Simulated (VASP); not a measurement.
Set up this calculation in VASP 6.6.1, as the native input.

| Item | Value |
| --- | --- |
| Task | single point |
| Functional | PBE |
| Dispersion | D3(BJ) |
| Potentials or basis | VASP PAW PBE potentials, release 64 (C) |
| Cutoff | 520 eV |
| k mesh | 14 × 10 × 8 |
| Occupations | gaussian, width 0.03 eV |
| Spin | no spin polarisation |
| Dipole correction | no |
| Further INCAR settings | ALGO = Normal; EDIFF = 1e-06; NBANDS = 16 |

The structure of C lies in POSCAR:

```
C
1.0
   -1.2327815062      2.1341012746      0.0000000000
   -1.2327815062      0.0000000000     -3.3978816559
   -3.6983445185     -2.1341012746      0.0000000000
C
4
Direct
    0.2461080733      0.0158922152      0.9126957418
    0.7539817265     -0.0158922152      0.4206076582
    0.2485199308      0.0057682844      0.5819187822
    0.7513902694     -0.0057682844      0.0847778178
```

This cell differs from its parent crystal: atoms displaced along a vibrational mode.

These files were run (other wordings do the same):

INCAR

```
PREC = Accurate ; ENCUT = 520
EDIFF = 1E-6 ; ISMEAR = 0
SIGMA = 0.03 ; LREAL = F
LASPH = T ; NELM = 100
ALGO = Normal ; ISIF = 2
LWAVE = F ; LCHARG = F
GGA = PE ; IVDW = 12
NBANDS = 16
```

KPOINTS

```
Automatic mesh
0
Gamma
  14 10 8
```

Potentials or basis: VASP PAW PBE potentials, release 64 (C).

Launch:

```console
$ cat potpaw_PBE.64/C/POTCAR > POTCAR
$ mpirun -np 1 vasp_std > vasp.out
```

Results of the run:

```json
{
 "Pressure": "0.0 GPa",
 "Largest force": "0.817 eV/Å",
 "Dispersion energy per atom": "-0.154 eV"
}
```

Caveat: the cell differs from its parent crystal (atoms displaced along a vibrational mode).

Wall time 6.9 min on 1 thread of Intel Xeon 8259CL, with other jobs on the host, peak memory 0.31 GiB.
